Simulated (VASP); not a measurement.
Input of a VASP 6.6.1 run:

File POSCAR:

```
Ge
1.0
    2.8375026868     -2.8375026868      0.0000000000
    2.8375026868      0.0000000000     -2.8375026868
    8.2730815851      8.2730815851      8.2730815851
Ge
6
Direct
    0.6666666667      0.6666666667      0.3715389539
    1.0000000000      0.0000000000      0.1428855267
    0.3333333333      0.3333333333      0.6001923810
    0.6666666667      0.6666666667      0.5430290242
    1.0000000000      1.0000000000      0.3143755971
    0.3333333333      0.3333333333      0.0857221699
```

File INCAR.step1:

```
PREC = Accurate ; ENCUT = 520
ISMEAR = 0 ; SIGMA = 0.03
LREAL = False ; LASPH = True
NELM = 80 ; NBANDS = 51
GGA = PE ; ALGO = Normal
EDIFF = 1E-4 ; LWAVE = True
LCHARG = False
```

File INCAR.step2:

```
PREC = Accurate ; ENCUT = 520
EDIFF = 1E-7 ; ISMEAR = 0
SIGMA = 0.03 ; LREAL = False
LASPH = True ; NELM = 80
ALGO = Normal ; ISIF = 2
LWAVE = False ; LCHARG = False
METAGGA = R2SCAN ; LMIXTAU = True
NBANDS = 51 ; ISTART = 1
```

The input KPOINTS:

```
Automatic mesh
0
Gamma
  10 10 4
```

Potentials or basis: VASP PAW PBE potentials, release 64 (Ge_d).

Launch:

```bash
$ cat potpaw_PBE.64/Ge_d/POTCAR > POTCAR
$ cp INCAR.step1 INCAR
$ mpirun -np 1 vasp_std > vasp.out
$ cp INCAR.step2 INCAR
$ mpirun -np 1 vasp_std > vasp.out
```

**Question.** Predict the largest force.

**Answer.** 0.581 eV/Å.

**Question.** Predict the pressure.

**Answer.** 0.2 GPa.

Stress tensor (GPa, compression positive):
```
0.20 0.61 0.61
0.61 0.20 0.61
0.61 0.61 0.20
```

Caveat: the cell differs from its parent crystal (the distance across one plane changed); the PAW data sets were made with another functional, which shifts forces and pressure a little.
